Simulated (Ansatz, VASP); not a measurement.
## Two plane-wave programs on ZrB

```
CELL_PARAMETERS angstrom
0.00000 2.36859 2.36859
2.32500 0.04359 2.32500
2.32500 2.32500 0.04359
ATOMIC_POSITIONS crystal
Zr 0.00000 0.00000 0.00000
B 0.50000 0.50000 0.50000
```

Change from the starting cell: strain +0.0375 x Voigt [0, 0, 0, 1, 0, 0], atoms carried along.

Alike in both runs: task single point; functional PBE; k mesh 18 × 18 × 18; occupations gaussian, width 0.15 eV; no spin polarisation.

```csv
,VASP,Ansatz
version,VASP 6.6.1,Ansatz 0.2.0
potentials or method,"VASP PAW PBE potentials, release 64 (Zr_sv, B), cutoff 520 eV","scalar-relativistic, plane waves, PAW"
valence electrons in the cell,15,15
```

|  | VASP | Ansatz | Ansatz less VASP |
| --- | --- | --- | --- |
| gap on the k mesh at the Fermi level (eV) | none | none | - |
| pressure (GPa) | 35.1 | 34.9 | -0.16 |
| traceless stress, the component that is largest in VASP (GPa) | -2.24 | -2.24 | -0.008 |

A gap of «none» marks a metal or a gap that the smearing closes. Both programs put the cell under a high pressure, so it lies far from rest at this level.
